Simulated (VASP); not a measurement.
# BP (F-43m) in VASP: a series of runs, part 2 of 2

VASP 6.6.1. Earlier steps stand in the parts before.

## (3) Single point, HSE06

POSCAR

```
BP
1.0
    0.0000000000      2.2683154746      2.2683154746
    2.2683154746      0.0000000000      2.2683154746
    2.2683154746      2.2683154746      0.0000000000
B P
1 1
Direct
    0.0000000000      0.0000000000      0.0000000000
    0.2500000000      0.2500000000      0.2500000000
```

INCAR.step1

```
  PREC = Accurate
  ENCUT = 520
  EDIFF = 1E-5
  ISMEAR = 0
  SIGMA = 0.01
  LREAL = False
  LASPH = True
  NELM = 100
  ALGO = Normal
  ISIF = 2
  LWAVE = True
  GGA = PE
  NBANDS = 11
```

INCAR.step2

```
  PREC = Accurate
  ENCUT = 520
  EDIFF = 1E-7
  ISMEAR = 0
  SIGMA = 0.01
  LREAL = False
  LASPH = True
  NELM = 100
  ALGO = Normal
  ISIF = 2
  LWAVE = False
  LCHARG = True
  GGA = PE
  LHFCALC = True
  HFSCREEN = 0.2079
  PRECFOCK = Normal
  LELF = True
  LVHAR = True
  ISTART = 1
  NBANDS = 11
```

KPOINTS

```
Automatic mesh
0
Gamma
  6 6 6
```

Potentials or basis: VASP PAW PBE potentials, release 64 (B, P).

Launch:

```
cat potpaw_PBE.64/B/POTCAR potpaw_PBE.64/P/POTCAR > POTCAR
cp INCAR.step1 INCAR
mpirun -np 1 vasp_std > vasp.out
cp INCAR.step2 INCAR
mpirun -np 1 vasp_std > vasp.out
```

OUTCAR:

```text
PREC = Accurate
   ENCUT = 520
   EDIFF = 1E-7
   ISMEAR = 0
   LREAL = False
   LASPH = True
   NELM = 100
   ISIF = 2
   GGA = PE
   LHFCALC = True
   HFSCREEN = 0.2079
   PRECFOCK = Normal
   ISTART = 1

 ion  position               nearest neighbor table
   1  0.000  0.000  0.000-   2 1.96   2 1.96   2 1.96   2 1.96
   2  0.250  0.250  0.250-   1 1.96   1 1.96   1 1.96   1 1.96

  LATTYP: Found a face centered cubic cell.
 ALAT       =     4.5366309492

  Lattice vectors:

 A1 = (   0.0000000000,   2.2683154746,   2.2683154746)
 A2 = (   2.2683154746,   0.0000000000,   2.2683154746)
 A3 = (   2.2683154746,   2.2683154746,   0.0000000000)

Analysis of symmetry for initial positions (statically):
=====================================================================
 Subroutine PRICEL returns:
 Original cell was already a primitive cell.

 Routine SETGRP: Setting up the symmetry group for a
 face centered cubic supercell.

 Subroutine GETGRP returns: Found 24 space group operations
 (whereof 24 operations were pure point group operations)
 out of a pool of 48 trial point group operations.

[... 170 lines left out ...]
      1     -10.0830      2.00000
      2       7.0182      2.00000
      3       7.0182      2.00000
      4       7.0182      2.00000
      5      11.3553      0.00000
      6      11.3553      0.00000
      7      11.3553      0.00000
      8      15.7204      0.00000
      9      19.6231      0.00000
     10      20.4703      0.00000
     11      20.4703      0.00000
[... 197 lines left out ...]
 k-point    16 :      -0.3333    0.5000    0.1667
  band No.  band energies     occupation
      1      -4.4662      2.00000
      2      -2.1717      2.00000
      3       1.2268      2.00000
      4       1.3619      2.00000
      5      11.7543      0.00000
      6      12.4019      0.00000
      7      17.5408      0.00000
      8      18.2004      0.00000
      9      21.5841      0.00000
     10      24.9087      0.00000
     11      25.1968      0.00000

------------------------ aborting loop because EDIFF is reached ----------------------------------------

  FORCE on cell =-STRESS in cart. coord.  units (eV):
  Direction    XX          YY          ZZ          XY          YZ          ZX
  --------------------------------------------------------------------------------------
  -------------------------------------------------------------------------------------
  Total       -0.2747206     -0.2747206     -0.2747206      0.0000000     -0.0000000     -0.0000000
  in kB      -18.8565162    -18.8565162    -18.8565162      0.0000000     -0.0000000     -0.0000000
  external PRESSURE =     -18.8565162 kB  Pullay stress =       0.0000000 kB

 VOLUME and BASIS-vectors are now :
 -----------------------------------------------------------------------------
  energy-cutoff  :      520.00
  volume of cell :       23.34
      direct lattice vectors                 reciprocal lattice vectors
     0.000000000  2.268315475  2.268315475    -0.220427893  0.220427893  0.220427893
     2.268315475  0.000000000  2.268315475     0.220427893 -0.220427893  0.220427893
     2.268315475  2.268315475  0.000000000     0.220427893  0.220427893 -0.220427893

 POSITION                                       TOTAL-FORCE (eV/Angst)
 -----------------------------------------------------------------------------------
      0.00000      0.00000      0.00000         0.000000      0.000000      0.000000
      1.13416      1.13416      1.13416        -0.000000     -0.000000     -0.000000
 -----------------------------------------------------------------------------------
    total drift:                                0.000000      0.000000      0.000000

  FREE ENERGIE OF THE ION-ELECTRON SYSTEM (eV)
  ---------------------------------------------------
  free  energy   TOTEN  =       -14.8242108455 eV

  energy  without entropy=      -14.8242108455  energy(sigma->0) =      -14.82421085
```

OSZICAR.step1:

```text
N       E                     dE             d eps       ncg     rms          rms(c)
DAV:   1     0.979118936573E+01    0.97912E+01   -0.38899E+03   352   0.645E+02
DAV:   2    -0.129588299248E+02   -0.22750E+02   -0.21465E+02   500   0.110E+02
DAV:   3    -0.136255046157E+02   -0.66667E+00   -0.66467E+00   444   0.155E+01
DAV:   4    -0.136280464184E+02   -0.25418E-02   -0.25416E-02   385   0.120E+00
DAV:   5    -0.136280592326E+02   -0.12814E-04   -0.12814E-04   438   0.849E-02    0.722E+00
DAV:   6    -0.130127656557E+02    0.61529E+00   -0.13990E+00   394   0.512E+00    0.389E+00
DAV:   7    -0.129205556946E+02    0.92210E-01   -0.23378E-01   436   0.241E+00    0.134E+00
DAV:   8    -0.129126331789E+02    0.79225E-02   -0.27041E-02   408   0.941E-01    0.194E-01
DAV:   9    -0.129129661491E+02   -0.33297E-03   -0.71485E-04   406   0.180E-01    0.126E-01
DAV:  10    -0.129131694915E+02   -0.20334E-03   -0.24799E-04   407   0.994E-02    0.277E-02
DAV:  11    -0.129131807026E+02   -0.11211E-04   -0.12742E-05   418   0.230E-02    0.340E-02
DAV:  12    -0.129131817183E+02   -0.10156E-05   -0.46219E-06   203   0.107E-02
   1 F= -.12913182E+02 E0= -.12913182E+02  d E =-.379525E-73
```

Run time: 3.8 min. Hardware: 1 thread of Intel Xeon 6975P-C (Granite Rapids), shared host; peak memory 0.24 GiB.

Results:

| Property | Result |
| --- | --- |
| Free energy | -14.8242 eV |
| Pressure | -1.9 GPa |
| Band gap on the k mesh | 2.06 eV, indirect (least direct gap 4.34 eV) |

Caveat: the PAW data sets were made with another functional, which shifts forces and pressure a little. A k mesh can miss the band edges.

## (4) Single point, PBE0

POSCAR is that of step 3.

INCAR.step1

```
PREC     = Accurate       # precision mode
ENCUT    = 520            # plane-wave cutoff, eV
EDIFF    = 1E-5           # SCF threshold, eV
ISMEAR   = 0              # smearing method
SIGMA    = 0.01           # smearing width, eV
LREAL    = False          # projectors in reciprocal space
LASPH    = True           # aspherical terms in the spheres
NELM     = 60             # most SCF steps
ALGO     = Normal         # electronic algorithm
ISIF     = 2              # what is computed and relaxed
LWAVE    = True           # write WAVECAR
LCHARG   = False          # write CHGCAR
NBANDS   = 11             # bands
GGA      = PE             # functional
```

INCAR.step2

```
PREC     = Accurate       # precision mode
ENCUT    = 520            # plane-wave cutoff, eV
EDIFF    = 1E-6           # SCF threshold, eV
ISMEAR   = 0              # smearing method
SIGMA    = 0.01           # smearing width, eV
LREAL    = False          # projectors in reciprocal space
LASPH    = True           # aspherical terms in the spheres
NELM     = 60             # most SCF steps
ALGO     = Normal         # electronic algorithm
ISIF     = 2              # what is computed and relaxed
LWAVE    = False          # write WAVECAR
LCHARG   = False          # write CHGCAR
GGA      = PE             # functional
LHFCALC  = True           # exact exchange
AEXX     = 0.25           # exact-exchange fraction
PRECFOCK = Normal       
NBANDS   = 11             # bands
ISTART   = 1
```

KPOINTS is that of step 3.

Launch:

```
cat potpaw_PBE.64/B/POTCAR potpaw_PBE.64/P/POTCAR > POTCAR
cp INCAR.step1 INCAR
mpirun -np 1 vasp_std > vasp.out
cp INCAR.step2 INCAR
mpirun -np 1 vasp_std > vasp.out
```

Run time: 2.8 min. Hardware: 1 thread of Intel Xeon 6975P-C (Granite Rapids), shared host; peak memory 0.14 GiB.

The run converged. Its results:

| Item | Value |
| --- | --- |
| Free energy | -15.7736 eV |
| Pressure | -2.0 GPa |
| Band gap on the k mesh | 2.79 eV, indirect (least direct gap 5.05 eV) |

Levels at points of the mesh, in eV from the valence-band top:
```tsv
k point	band 1	band 2	band 3	band 4	band 5	band 6	band 7	band 8	band 9
(0.00, 0.00, 0.00)	-17.18	0.00	0.00	0.00	5.05	5.05	5.05	9.45	13.35
(0.50, 0.00, 0.00)	-13.51	-10.08	-1.96	-1.96	5.48	6.46	6.46	12.12	16.97
(0.50, 0.50, 0.00)	-11.78	-9.65	-4.56	-4.56	2.79	3.13	14.61	14.61	17.74
```

Caveat: the PAW data sets were made with another functional, which shifts forces and pressure a little. A k mesh can miss the band edges.

## (5) The runs side by side

```csv
level,k mesh,grid for exact exchange (PRECFOCK),screening parameter,gap on the mesh (eV),pressure (GPa)
PBE,10 × 10 × 10,-,-,1.24,1.0
HSE06,6 × 6 × 6,Normal,0.2079 1/Å,2.06,-1.9
PBE0,6 × 6 × 6,Normal,-,2.79,-2.0
```

Alike in all rows: task single point; potentials or basis VASP PAW PBE potentials, release 64 (B, P); no spin polarisation; cell as given; cutoff (eV) 520; smearing gaussian 0.01 eV.

On the cell as given the gap runs from 1.24 eV (PBE) to 2.79 eV (PBE0); the meshes differ, which moves gaps too. The pressure there spans -2.0 GPa (PBE0) to 1.0 GPa (PBE); a positive pressure means that this level wants a larger cell, a negative one a smaller.

Caveats: the PAW data sets were made with another functional, which shifts forces and pressure a little (some runs).

Absolute energies hang on the potentials; compare differences alone.
